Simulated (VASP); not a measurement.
# WS2 (R3m) in VASP: single point with PBEsol

Aim: the single point of WS2 with PBEsol.

Everything below comes from runs of VASP 6.6.1. Logs are shortened: lines on timing, memory, paths and dates and some standing lists are left out, and cuts for length are marked.

**1. The cell of the first run**

The structure is trigonal, space group R3m (No. 160). Conventional cell: a = 3.158 Å, b = 3.158 Å, c = 18.490 Å, α = 90.00°, β = 90.00°, γ = 120.00°. Within 3.2 Å of W (site symmetry 3m) lie 6 S at 2.39 to 2.42 Å and 6 W at 3.16 Å. S (site symmetry 3m) has 3 W at 2.39 Å and 7 S at 3.13 to 3.16 Å within 3.2 Å. Within 3.2 Å of S (site symmetry 3m) lie 3 W at 2.42 Å and 7 S at 3.13 to 3.16 Å.

**2. Single point, PBEsol**

INCAR reads:

```
SYSTEM = WS2
PREC = Accurate ; ENCUT = 520
EDIFF = 1E-7 ; ISMEAR = 0
SIGMA = 0.05 ; LREAL = .False.
LASPH = .True. ; NELM = 80
ALGO = Normal ; ISIF = 2
LWAVE = .False. ; LCHARG = .False.
GGA = PS ; NBANDS = 64
```

KPOINTS reads:

```
Automatic mesh
0
Gamma
  6 6 6
  0 0 0
```

POSCAR reads:

```
WS2
1.0
    3.1580007686      5.4698177815      0.0000000000
    6.3160015371      0.0000000000      0.0000000000
    3.1580007686      1.8232725938     -6.1633300000
W S
4 8
Direct
    0.0000000000      0.0000000000      0.0000000000
    0.0000000000      0.5000000000      0.0000000000
    0.5000000000      0.0000000000      0.0000000000
    0.5000000000      0.5000000000      0.0000000000
    0.7503000000      0.7503000000      0.7491000000
    0.7503000000      0.2503000000      0.7491000000
    0.2503000000      0.7503000000      0.7491000000
    0.2503000000      0.2503000000      0.7491000000
    0.5810000000      0.5810000000      0.2570000000
    0.5810000000      0.0810000000      0.2570000000
    0.0810000000      0.5810000000      0.2570000000
    0.0810000000      0.0810000000      0.2570000000
```

Potentials or basis: VASP PAW PBE potentials, release 64 (W_sv, S).

Started as:

```bash
cat potpaw_PBE.64/W_sv/POTCAR potpaw_PBE.64/S/POTCAR > POTCAR
mpirun -np 1 vasp_std > vasp.out
```

OUTCAR:

```text
SYSTEM = WS2
   PREC = Accurate
   ENCUT = 520
   EDIFF = 1E-7
   ISMEAR = 0
   LREAL = .False.
   LASPH = .True.
   NELM = 80
   ISIF = 2
   GGA = PS

 ion  position               nearest neighbor table
   1  0.000  0.000  0.000-   6 2.39   8 2.39   7 2.39  11 2.42  12 2.42  10 2.42   2 3.16   2 3.16
                             4 3.16   4 3.16   3 3.16   3 3.16
   2  0.000  0.500  0.000-   5 2.39   7 2.39   8 2.39  12 2.42  11 2.42   9 2.42   1 3.16   1 3.16
                             3 3.16   3 3.16   4 3.16   4 3.16
   3  0.500  0.000  0.000-   8 2.39   6 2.39   5 2.39   9 2.42  10 2.42  12 2.42   4 3.16   4 3.16
                             2 3.16   2 3.16   1 3.16   1 3.16
   4  0.500  0.500  0.000-   7 2.39   5 2.39   6 2.39  10 2.42   9 2.42  11 2.42   3 3.16   3 3.16
                             1 3.16   1 3.16   2 3.16   2 3.16
   5  0.750  0.750  0.749-   2 2.39   4 2.39   3 2.39
   6  0.750  0.250  0.749-   1 2.39   3 2.39   4 2.39
   7  0.250  0.750  0.749-   4 2.39   2 2.39   1 2.39
   8  0.250  0.250  0.749-   3 2.39   1 2.39   2 2.39
   9  0.581  0.581  0.257-   3 2.42   4 2.42   2 2.42
  10  0.581  0.081  0.257-   4 2.42   3 2.42   1 2.42
  11  0.081  0.581  0.257-   1 2.42   2 2.42   4 2.42
  12  0.081  0.081  0.257-   2 2.42   1 2.42   3 2.42

  LATTYP: Found a trigonal (rhomboedric) cell.
 ALAT       =     7.1612798084
 COS(alpha) =     0.6110684518

  Lattice vectors:

 A1 = (   0.0000000000,  -3.6465451877,  -6.1633300000)
 A2 = (  -3.1580007685,   1.8232725938,  -6.1633300000)
 A3 = (   3.1580007686,   1.8232725938,  -6.1633300000)

Analysis of symmetry for initial positions (statically):
=====================================================================
 Subroutine PRICEL returns following result:

  LATTYP: Found a trigonal (rhomboedric) cell.
 ALAT       =     6.4273602389
 COS(alpha) =     0.8792939096

  Lattice vectors:

 A1 = (   1.5790003843,  -0.9116362969,  -6.1633300000)
 A2 = (  -1.5790003843,  -0.9116362969,  -6.1633300000)
 A3 = (   0.0000000001,   1.8232725938,  -6.1633300000)

   4 primitive cells build up your supercell.

 Routine SETGRP: Setting up the symmetry group for a
 trigonal (rhombohedral) supercell.

 Subroutine GETGRP returns: Found  6 space group operations
 (whereof  6 operations were pure point group operations)
 out of a pool of 12 trial point group operations.

The static configuration has the point symmetry C_3v.

Analysis of symmetry for dynamics (positions and initial velocities):
=====================================================================
 Subroutine PRICEL returns following result:

  LATTYP: Found a trigonal (rhomboedric) cell.
 ALAT       =     6.4273602389
 COS(alpha) =     0.8792939096

  Lattice vectors:

 A1 = (   1.5790003843,  -0.9116362969,  -6.1633300000)
 A2 = (  -1.5790003843,  -0.9116362969,  -6.1633300000)
 A3 = (   0.0000000001,   1.8232725938,  -6.1633300000)

   4 primitive cells build up your supercell.

 Routine SETGRP: Setting up the symmetry group for a
 trigonal (rhombohedral) supercell.

 Subroutine GETGRP returns: Found  6 space group operations
 (whereof  6 operations were pure point group operations)
 out of a pool of 12 trial point group operations.

The dynamic configuration has the point symmetry C_3v.

 Subroutine INISYM returns: Found  6 space group operations
 (whereof  6 operations are pure point group operations),
 and found     4 'primitive' translations

----------------------------------------------------------------------------------------

                                     Primitive cell

  volume of cell :      53.2317

  direct lattice vectors                    reciprocal lattice vectors
     1.579000384 -0.911636297 -6.163330000     0.316656034 -0.182821447 -0.054083318
    -1.579000384 -0.911636297 -6.163330000    -0.316656034 -0.182821447 -0.054083318
     0.000000000  1.823272594 -6.163330000     0.000000000  0.365642893 -0.054083318

  length of vectors
     6.427360239  6.427360239  6.427360239     0.369621064  0.369621064  0.369621064

  position of ions in fractional coordinates (direct lattice)
     0.000000000  0.000000000  0.000000000
     0.249700000  0.249700000  0.249700000
     0.419000000  0.419000000  0.419000000

  ion indices of the primitive-cell ions
   primitive index   ion index
                 1           1
                 2           5
                 3          12

----------------------------------------------------------------------------------------

 KPOINTS: Automatic mesh

Automatic generation of k-mesh.
 Grid dimensions read from file:
 generate k-points for:    6    6    6

 Generating k-lattice:

  Cartesian coordinates                     Fractional coordinates (reciprocal lattice)
     0.000000000  0.030470241  0.009013886     0.166666667  0.000000000  0.000000000
     0.026388003 -0.015235121  0.009013886     0.000000000  0.166666667  0.000000000
     0.000000000  0.000000000 -0.027041659     0.000000000  0.000000000  0.166666667

  Length of vectors
     0.031775553  0.031775553  0.027041659

  Shift w.r.t. Gamma in fractional coordinates (k-lattice)
     0.000000000  0.000000000  0.000000000

 Subroutine IBZKPT returns following result:
 ===========================================

 Found     32 irreducible k-points:

 Following reciprocal coordinates:
            Coordinates               Weight
  0.000000  0.000000  0.000000      1.000000
  0.166667  0.000000 -0.000000      6.000000
  0.333333  0.000000  0.000000      6.000000
  0.500000  0.000000  0.000000      3.000000
  0.166667  0.166667 -0.000000      6.000000
  0.333333  0.166667 -0.000000     12.000000
[... 16 lines left out ...]
 -0.166667  0.500000  0.166667     12.000000
 -0.333333 -0.333333  0.166667      6.000000
 [... further k-points ...]
   k-points           NKPTS =     32   k-points in BZ     NKDIM =     32   number of bands    NBANDS=     64
   number of dos      NEDOS =    301   number of ions     NIONS =     12
   total plane-waves  NPLWV = 124416
   dimension x,y,z NGX =    48 NGY =   48 NGZ =   54
   dimension x,y,z NGXF=    96 NGYF=   96 NGZF=  108
   ions per type =               4   8
   NGX,Y,Z   is equivalent  to a cutoff of  12.63, 12.63, 12.54 a.u.
   NGXF,Y,Z  is equivalent  to a cutoff of  25.27, 25.27, 25.07 a.u.
 SYSTEM =  WS2
   PREC   = accura    normal or accurate (medium, high low for compatibility)
   ISTART =      0    job   : 0-new  1-cont  2-samecut
   ICHARG =      2    charge: 1-file 2-atom 10-const
   ISPIN  =      1    spin polarized calculation?
   LNONCOLLINEAR =      F non collinear calculations
   LSORBIT =      F    spin-orbit coupling
   LASPH  =      T    aspherical Exc in radial PAW
   ENCUT  =  520.0 eV  38.22 Ry    6.18 a.u.  11.74 11.74 13.32*2*pi/ulx,y,z
   NELM   =     80;   NELMIN=  2; NELMDL= -5     # of ELM steps
   EDIFF  = 0.1E-06   stopping-criterion for ELM
   LREAL  =      F    real-space projection
   EDIFFG = 0.1E-05   stopping-criterion for IOM
   NSW    =      0    number of steps for IOM
   IBRION =     -1    ionic relax: 0-MD 1-quasi-New 2-CG
   NFREE  =      0    steps in history (QN), initial steepest desc. (CG)
   ISIF   =      2    stress and relaxation
   ISYM   =      2    0-nonsym 1-usesym 2-fastsym
   POTIM  = 0.5000    time-step for ionic-motion
   TEBEG  =    0.0;   TEEND  =   0.0 temperature during run
   PSTRESS=    0.0 pullay stress
   NELECT =     104.0000    total number of electrons
   NUPDOWN=      -1.0000    fix difference up-down
   EMIN   =  10.00;   EMAX   =-10.00  energy-range for DOS
   EFERMI =   0.00;   METHOD = LEGACY
   ISMEAR =     0;   SIGMA  =   0.05  broadening in eV -4-tet -1-fermi 0-gaus
   EFERMI_NEDOS =   21; number of points for ismear=-14 and -15
   IALGO  =     38    algorithm
   IMIX   =      4    mixing-type and parameters
     AMIX     =   0.40;   BMIX     =  1.00
     AMIX_MAG =   1.60;   BMIX_MAG =  1.00
  volume/ion in A,a.u.               =      17.74       119.74
  Fermi-wavevector in a.u.,A,eV,Ry     =   1.289266  2.436359 22.615688  1.662206
  Thomas-Fermi vector in A             =   2.421169
   LORBIT       =      0    0 simple, 1 ext, 2 COOP (PROOUT), +10 PAW based schemes
   GGA     = PS    functional components
   LHFCALC =     F    Hartree Fock is set to
   AEXX    =    0.0000 exact exchange contribution
   IVDW    =     0    specifies the selected vdW correction
   LEPSILON=     F    determine dielectric tensor
   LRPA    =     F    only Hartree local field effects (RPA)
 non-spin polarized calculation
 Gauss-broadening in eV      SIGMA  =   0.05
  energy-cutoff  :      520.00
  volume of cell :      212.93
 maximum number of plane-waves:      5759
   NGX = 23   NGY = 23   NGZ = 27

 number of electron     104.0000000 magnetization

 Free energy of the ion-electron system (eV)
  ---------------------------------------------------
  ext. energy  EPLUGINS =         0.00000000
  ---------------------------------------------------
  free energy    TOTEN  =      -101.05356986 eV

  energy without entropy =     -101.05356986  energy(sigma->0) =     -101.05356986

 E-fermi :   7.8337     XC(G=0): -11.1156

 val. band max:        7.4015375865   @ k =   0.0000   0.0000   0.5000
 cond. band min:       8.3911886240   @ k =  -0.3333   0.3333  -0.0000
 fundamental gap:      0.9896510375
 Fermi energy:         7.8336814206

 k-point     1 :       0.0000    0.0000    0.0000
  band No.  band energies     occupation
      1     -67.1909      2.00000
      2     -67.1720      2.00000
      3     -67.1720      2.00000
      4     -67.1720      2.00000
      5     -31.6421      2.00000
      6     -31.6421      2.00000
[... 56 lines left out ...]
     63      10.5977      0.00000
     64      10.5977      0.00000

 k-point     2 :       0.1667    0.0000   -0.0000
  band No.  band energies     occupation
      1     -67.1896      2.00000
      2     -67.1732      2.00000
      3     -67.1720      2.00000
      4     -67.1720      2.00000
      5     -31.6289      2.00000
      6     -31.6289      2.00000
[... 1530 lines left out ...]
     63      10.4061      0.00000
     64      10.4338      0.00000

 [... further k-points ...]

------------------------ aborting loop because EDIFF is reached ----------------------------------------

  FORCE on cell =-STRESS in cart. coord.  units (eV):
  Direction    XX          YY          ZZ          XY          YZ          ZX
  --------------------------------------------------------------------------------------
  -------------------------------------------------------------------------------------
  Total       -1.1590444     -1.1590444      0.2736386     -0.0000000      0.0000000     -0.0000000
  in kB       -8.7212786     -8.7212786      2.0590049     -0.0000000      0.0000000     -0.0000000
  external PRESSURE =      -5.1278508 kB  Pullay stress =       0.0000000 kB

 VOLUME and BASIS-vectors are now :
 -----------------------------------------------------------------------------
  energy-cutoff  :      520.00
  volume of cell :      212.93
      direct lattice vectors                 reciprocal lattice vectors
     3.158000769  5.469817781  0.000000000     0.000000000  0.182821447  0.054083318
     6.316001537  0.000000000  0.000000000     0.158328017 -0.091410723  0.054083318
     3.158000769  1.823272594 -6.163330000     0.000000000  0.000000000 -0.162249953

 POSITION                                       TOTAL-FORCE (eV/Angst)
 -----------------------------------------------------------------------------------
      0.00000      0.00000      0.00000         0.000000     -0.000000     -0.601499
      3.15800      0.00000      0.00000         0.000000     -0.000000     -0.601499
      1.57900      2.73491      0.00000         0.000000     -0.000000     -0.601499
      4.73700      2.73491      0.00000         0.000000     -0.000000     -0.601499
      9.47400      5.46982     -4.61695        -0.000000      0.000000      0.252534
      6.31600      5.46982     -4.61695        -0.000000      0.000000      0.252534
      7.89500      2.73491     -4.61695        -0.000000      0.000000      0.252534
      4.73700      2.73491     -4.61695        -0.000000      0.000000      0.252534
      6.31600      3.64655     -1.58398        -0.000000      0.000000      0.348965
      3.15800      3.64655     -1.58398        -0.000000      0.000000      0.348965
      4.73700      0.91164     -1.58398        -0.000000      0.000000      0.348965
      1.57900      0.91164     -1.58398        -0.000000      0.000000      0.348965
 -----------------------------------------------------------------------------------
    total drift:                               -0.000006     -0.000003     -0.000245

  FREE ENERGIE OF THE ION-ELECTRON SYSTEM (eV)
  ---------------------------------------------------
  free  energy   TOTEN  =      -101.0535698612 eV

  energy  without entropy=     -101.0535698612  energy(sigma->0) =     -101.05356986
```

It took 14 min on 1 thread of Intel Xeon 8259CL, shared host; peak memory 0.53 GiB.

Results:

```yaml
Free_energy: -101.0536 eV
Pressure: -0.5 GPa
Largest_force: 0.601 eV/Å
Band_gap_on_the_k_mesh: 0.99 eV
```

Forces on the atoms (eV/Å):
```
W    0.000  0.000 -0.601
W    0.000  0.000 -0.601
W    0.000  0.000 -0.601
W    0.000  0.000 -0.601
S    0.000  0.000  0.253
S    0.000  0.000  0.253
S    0.000  0.000  0.253
S    0.000  0.000  0.253
S    0.000  0.000  0.349
S    0.000  0.000  0.349
S    0.000  0.000  0.349
S    0.000  0.000  0.349
```

Stress tensor (GPa, compression positive):
```
-0.87  0.00  0.00
 0.00 -0.87  0.00
 0.00  0.00  0.21
```

Levels at points of the mesh, in eV from the valence-band top:
```csv
k point,band 50,band 51,band 52,band 53,band 54,band 55
"(0.00, 0.00, 0.00)",-1.56,-1.56,-1.23,2.19,2.19,2.25
"(0.50, 0.00, 0.00)",-1.50,-1.31,-1.31,1.50,1.50,1.87
"(0.50, 0.50, 0.00)",-1.56,-1.26,-1.26,1.43,1.43,1.91
"(0.00, 0.00, 0.50)",-1.74,-1.74,0.00,2.30,2.30,2.30
```

Caveat: the PAW data sets were made with another functional, which shifts forces and pressure a little; spin-orbit coupling is left out, which moves the levels of the heavy elements; this functional lacks dispersion, which binds layers or chains, so the pressure and a relaxed spacing across them are unreliable.
